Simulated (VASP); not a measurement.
Set up this calculation in VASP 6.6.1, as the native input.

```yaml
Task: single point
Functional: PBE0
Potentials_or_basis: VASP PAW PBE potentials, release 64 (Ta_pv, N)
Cutoff: 520 eV
k_mesh: 6 × 6 × 4
Occupations: fermi-dirac, width 0.05 eV
Spin: no spin polarisation
Dipole_correction: no
Grid_for_exact_exchange_PRECFOCK: Normal
Further_INCAR_settings: ALGO = Normal; EDIFF = 1e-06; NBANDS = 20
Share_of_exact_exchange: 0.25
```

The system is Ta2N.

```
CELL_PARAMETERS angstrom
3.09070 0.00000 0.00000
-1.54535 2.67663 0.00000
0.00000 0.00000 4.83094
ATOMIC_POSITIONS crystal
Ta 0.33333 0.66667 0.25118
Ta 0.66667 0.33333 0.74882
N 0.00000 0.00000 0.00000
```

The input as run:

POSCAR

```
Ta2N
1.0
    3.0907024588      0.0000000000      0.0000000000
   -1.5453512294      2.6766268449      0.0000000000
    0.0000000000      0.0000000000      4.8309383551
Ta N
2 1
Direct
    0.3333333333      0.6666666667      0.2511831202
    0.6666666667      0.3333333333      0.7488168798
    0.0000000000      0.0000000000      0.0000000000
```

INCAR.step1

```
SYSTEM = Ta2N
PREC     = Accurate       ! precision mode
ENCUT    = 520            ! plane-wave cutoff, eV
EDIFF    = 1E-5           ! SCF threshold, eV
ISMEAR   = -1             ! smearing method
SIGMA    = 0.05           ! smearing width, eV
LREAL    = .False.        ! projectors in reciprocal space
LASPH    = .True.         ! aspherical terms in the spheres
NELM     = 60             ! most SCF steps
ALGO     = Normal         ! electronic algorithm
ISIF     = 2              ! what is computed and relaxed
LWAVE    = .True.         ! write WAVECAR
LCHARG   = .False.        ! write CHGCAR
NBANDS   = 20             ! bands
GGA      = PE             ! functional
```

INCAR.step2

```
SYSTEM = Ta2N
PREC     = Accurate       ! precision mode
ENCUT    = 520            ! plane-wave cutoff, eV
EDIFF    = 1E-6           ! SCF threshold, eV
ISMEAR   = -1             ! smearing method
SIGMA    = 0.05           ! smearing width, eV
LREAL    = .False.        ! projectors in reciprocal space
LASPH    = .True.         ! aspherical terms in the spheres
NELM     = 60             ! most SCF steps
ALGO     = Normal         ! electronic algorithm
ISIF     = 2              ! what is computed and relaxed
LWAVE    = .False.        ! write WAVECAR
LCHARG   = .False.        ! write CHGCAR
GGA      = PE             ! functional
LHFCALC  = .True.         ! exact exchange
AEXX     = 0.25           ! exact-exchange fraction
PRECFOCK = Normal       
NBANDS   = 20             ! bands
ISTART   = 1
```

KPOINTS

```
regular mesh
0
Gamma
  6 6 4
  0 0 0
```

Potentials or basis: VASP PAW PBE potentials, release 64 (Ta_pv, N).

Launch:

```sh
$ cat potpaw_PBE.64/Ta_pv/POTCAR potpaw_PBE.64/N/POTCAR > POTCAR
$ cp INCAR.step1 INCAR
$ mpirun -np 1 vasp_std > vasp.out
$ cp INCAR.step2 INCAR
$ mpirun -np 1 vasp_std > vasp.out
```

Results of the run:

| Quantity | Value |
| --- | --- |
| Pressure | -0.9 GPa |
| Largest force | 0.044 eV/Å |
| Band gap on the k mesh | zero (an odd number of electrons rules out a gap without spin polarisation) |

Caveat: the k points lie up to 0.39 Å⁻¹ apart, too coarse for converged energies and pressures of a metal; the PAW data sets were made with another functional, which shifts forces and pressure a little; spin-orbit coupling is left out, which moves the levels of the heavy elements.

Run time: 91 min on 1 thread of Intel(R) Xeon(R) Platinum 8259CL CPU @ 2.50GHz (Skylake/Cascade Lake), on a shared host, peak memory 0.19 GiB.
